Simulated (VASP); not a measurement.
# SiO2 (P4_32_12) in VASP: notebook, part 3 of 3

VASP 6.6.1. The steps go on from the part before.

### Step 5. Single point, PBEsol (biaxial strain in the a-b plane: +3.0 %, then relaxed in part)

The input, INCAR:

```
SYSTEM = SiO2
  ALGO = Normal
  EDIFF = 1E-7
  ENCUT = 520
  GGA = PS
  ISIF = 2
  ISMEAR = 0
  LASPH = .TRUE.
  LCHARG = .FALSE.
  LREAL = .FALSE.
  LWAVE = .FALSE.
  NBANDS = 44
  NELM = 100
  PREC = Accurate
  SIGMA = 0.02
```

The input, KPOINTS:

```
k-points
0
G
  6 6 4
  0 0 0
```

The input, POSCAR:

```
SiO2
1.0
    5.1786149089      0.0000000000      0.0000000000
    0.0000000000      5.1786149089      0.0000000000
    0.0000000000      0.0000000000      7.0920928915
Si O
4 8
Direct
    0.2154789751      0.2154789751      0.0000000000
    0.2845210249      0.7154789751      0.7500000000
    0.7154789751      0.2845210249      0.2500000000
    0.7845210249      0.7845210249      0.5000000000
    0.5733344321      0.7442451036      0.6654249200
    0.4266655679      0.2557548964      0.1654249200
    0.7442451036      0.5733344321      0.3345750800
    0.2442451036      0.9266655679      0.9154249200
    0.2557548964      0.4266655679      0.8345750800
    0.0733344321      0.7557548964      0.5845750800
    0.9266655679      0.2442451036      0.0845750800
    0.7557548964      0.0733344321      0.4154249200
```

Started as:

```console
$ cat potpaw_PBE.64/Si/POTCAR potpaw_PBE.64/O/POTCAR > POTCAR
$ mpirun -np 1 vasp_std > vasp.out
```

Run time: 3.2 min. Hardware: 1 thread of Intel Xeon Platinum 8259CL at 2.50GHz (Skylake/Cascade Lake), shared host; peak memory 0.38 GiB.

The run converged. Its results:

| Quantity | Value |
| --- | --- |
| Free energy | -98.6708 eV |
| Pressure | -0.5 GPa |
| Largest force | 0.021 eV/Å |
| Band gap on the k mesh | 5.47 eV |

Forces in eV/Å, atoms in the order of the input:
```
Si  -0.015 -0.015  0.000
Si   0.015 -0.015  0.000
Si  -0.015  0.015  0.000
Si   0.015  0.015  0.000
O    0.008 -0.001  0.007
O   -0.008  0.001  0.007
O   -0.001  0.008 -0.007
O   -0.001 -0.008  0.007
O    0.001 -0.008 -0.007
O    0.008  0.001 -0.007
O   -0.008 -0.001 -0.007
O    0.001  0.008  0.007
```

Stress tensor (GPa, compression positive):
```
-0.97  0.00  0.00
 0.00 -0.97  0.00
 0.00  0.00  0.42
```

Levels at points of the mesh, in eV from the valence-band top:
| k point | band 30 | band 31 | band 32 | band 33 | band 34 | band 35 |
| --- | --- | --- | --- | --- | --- | --- |
| (0.00, 0.00, 0.00) | -0.21 | -0.21 | 0.00 | 5.47 | 8.54 | 8.54 |
| (0.50, 0.00, 0.00) | -0.68 | -0.45 | -0.45 | 7.37 | 7.37 | 8.97 |
| (0.50, 0.50, 0.00) | -0.62 | -0.60 | -0.60 | 8.39 | 8.39 | 8.48 |
| (0.00, 0.00, 0.50) | -0.51 | -0.45 | -0.45 | 6.62 | 6.62 | 9.01 |
| (0.50, 0.00, 0.50) | -0.96 | -0.13 | -0.13 | 7.60 | 7.60 | 8.52 |
| (0.50, 0.50, 0.50) | -0.71 | -0.71 | -0.71 | 8.94 | 8.94 | 8.94 |

Caveat: the cell differs from its parent crystal (biaxial strain in the a-b plane: +3.0 %, then relaxed in part); the PAW data sets were made with another functional, which shifts forces and pressure a little. A k mesh can miss the band edges.

### Step 6. Single point, PBEsol

This run uses another cell than the first one, of 15.85 Å³/atom.

The input, INCAR:

```
ALGO = Normal ; EDIFF = 1E-6
ENCUT = 520 ; GGA = PS
ISIF = 2 ; ISMEAR = 0
LASPH = T ; LCHARG = T
LELF = T ; LREAL = F
LVHAR = T ; LWAVE = F
NBANDS = 44 ; NELM = 60
PREC = Accurate ; SIGMA = 0.02
```

The input, KPOINTS:

```
k-points
0
Gamma
  6 6 4
```

POSCAR is that of step 5.

Potentials or basis: VASP PAW PBE potentials, release 64 (Si, O).

Started as:

```console
$ cat potpaw_PBE.64/Si/POTCAR potpaw_PBE.64/O/POTCAR > POTCAR
$ mpirun -np 1 vasp_std > vasp.out
```

It took 3.2 min on 1 thread of Intel Xeon Platinum 8259CL at 2.50GHz (Skylake/Cascade Lake), shared host; peak memory 0.37 GiB.

Results (log left out):

- Free energy: -98.6708 eV
- Pressure: -0.5 GPa
- Largest force: 0.021 eV/Å
- Band gap on the k mesh: 5.47 eV

Forces on the atoms (eV/Å):
```
Si  -0.015 -0.015  0.000
Si   0.015 -0.015  0.000
Si  -0.015  0.015  0.000
Si   0.015  0.015  0.000
O    0.008 -0.001  0.007
O   -0.008  0.001  0.007
O   -0.001  0.008 -0.007
O   -0.001 -0.008  0.007
O    0.001 -0.008 -0.007
O    0.008  0.001 -0.007
O   -0.008 -0.001 -0.007
O    0.001  0.008  0.007
```

Stress tensor (GPa, compression positive):
```
-0.97  0.00  0.00
 0.00 -0.97  0.00
 0.00  0.00  0.42
```

Levels at points of the mesh, in eV from the valence-band top:
```
           k point  band 29  band 30  band 31  band 32  band 33  band 34  band 35  band 36
(0.00, 0.00, 0.00)    -0.76    -0.21    -0.21     0.00     5.47     8.54     8.54     8.67
(0.50, 0.00, 0.00)    -0.68    -0.68    -0.45    -0.45     7.37     7.37     8.97     8.97
(0.50, 0.50, 0.00)    -0.62    -0.62    -0.60    -0.60     8.39     8.39     8.48     8.48
(0.00, 0.00, 0.50)    -0.51    -0.51    -0.45    -0.45     6.62     6.62     9.01     9.01
(0.50, 0.00, 0.50)    -0.96    -0.96    -0.13    -0.13     7.60     7.60     8.52     8.52
(0.50, 0.50, 0.50)    -0.71    -0.71    -0.71    -0.71     8.94     8.94     8.94     8.94
```

Caveat: the PAW data sets were made with another functional, which shifts forces and pressure a little. A k mesh can miss the band edges.

### Step 7. The runs side by side

| cell | gap on the mesh (eV) | pressure (GPa) | largest force (eV/Å) |
| --- | --- | --- | --- |
| a = 5.179, b = 5.179, c = 7.216 Å, 12 atoms, atomic positions A | 5.48 | -0.6 | 0.02 |
| a = 5.179, b = 5.179, c = 6.880 Å, 12 atoms, atomic positions B | 5.43 | -0.8 | 0.80 |
| a = 5.179, b = 5.179, c = 7.092 Å, 12 atoms, atomic positions C | 5.47 | -0.5 | 0.02 |

Alike in all rows: task single point; level PBEsol; potentials or basis VASP PAW PBE potentials, release 64 (Si, O); no spin polarisation; k mesh 6 × 6 × 4; cutoff (eV) 520; smearing gaussian 0.02 eV.

Caveats: the PAW data sets were made with another functional, which shifts forces and pressure a little; the stress differs along the axes, from -3 to 3 GPa (at least some runs).

Total energies depend on the potentials used, so only differences within one code and one set of settings carry meaning.
